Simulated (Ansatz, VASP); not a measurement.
## Br in VASP and in Ansatz

The input INCAR:

```
SYSTEM = Br
ALGO = Normal ; EDIFF = 1E-6
ENCUT = 520 ; GGA = PE
ISIF = 2 ; ISMEAR = -1
LASPH = .True. ; LCHARG = .False.
LREAL = .False. ; LWAVE = .False.
NBANDS = 18 ; NELM = 60
PREC = Accurate ; SIGMA = 0.1
```

Contents of KPOINTS:

```
k-points
0
Gamma
  8 8 10
  0 0 0
```

File POSCAR:

```
Br
1.0
    5.1078692632      0.0000000000      0.0000000000
   -2.5539346316      4.4235445412      0.0000000000
    0.0000000000      0.0000000000      2.5135092047
Br
3
Direct
    0.0000000000      0.0000000000      0.0000000000
    0.3333333333      0.6666666667      0.5000000000
    0.6666666667      0.3333333333      0.5000000000
```

Input for Ansatz:

```yaml
crystal:
  lattice:
    - [5.1078692632, 0.0, 0.0]
    - [-2.5539346316, 4.4235445412, 0.0]
    - [0.0, 0.0, 2.5135092047]
  atoms:
    - { symbol: Br, position: [0.0, 0.0, 0.0] }
    - { symbol: Br, position: [0.3333333333, 0.6666666667, 0.5] }
    - { symbol: Br, position: [0.6666666667, 0.3333333333, 0.5] }
kpoints:
  mp_grid: { grid: [8, 8, 10] }
  band_path:
    path:
      - [0.0, 0.0, 0.0]
      - [0.5, 0.0, 0.0]
      - [0.3333333333, 0.3333333333, 0.0]
      - [0.0, 0.0, 0.0]
      - [0.0, 0.0, 0.5]
      - [0.5, 0.0, 0.5]
      - [0.3333333333, 0.3333333333, 0.5]
      - [0.0, 0.0, 0.5]
      - [0.5, 0.0, 0.5]
    npoints: 8
scf:
  occupations: { method: fermi_dirac, width: 0.1 }
hamiltonian:
  xc: pbe
  pseudopotentials: { kind: paw }
output:
  forces: true
  stress: true
  eigenvalues: true
  populations: true
  dos: { projected: true, de: 0.2, e_range: [-14, 8] }
  write_density: true
  write_potential: true
  elf: true
  volumetric_format: npy
```

Change from the starting cell: volume scaled by 0.45, PAW files.

Alike in both runs: task single point; functional PBE; k mesh 8 × 8 × 10; occupations fermi-dirac, width 0.1 eV; no spin polarisation.

```csv
,VASP,Ansatz
version,VASP 6.6.1,Ansatz 0.2.0
potentials or method,"VASP PAW PBE potentials, release 64 (Br)","PAW with Ansatz's default frozen-core files, scalar-relativistic"
plane-wave cutoff (eV),520,420
valence electrons in the cell,21,21
```

```tsv
	VASP	Ansatz	Ansatz less VASP
pressure (GPa)	28.9	28.9	-0.05
```

Both programs put the cell under a high pressure, so it lies far from rest at this level.
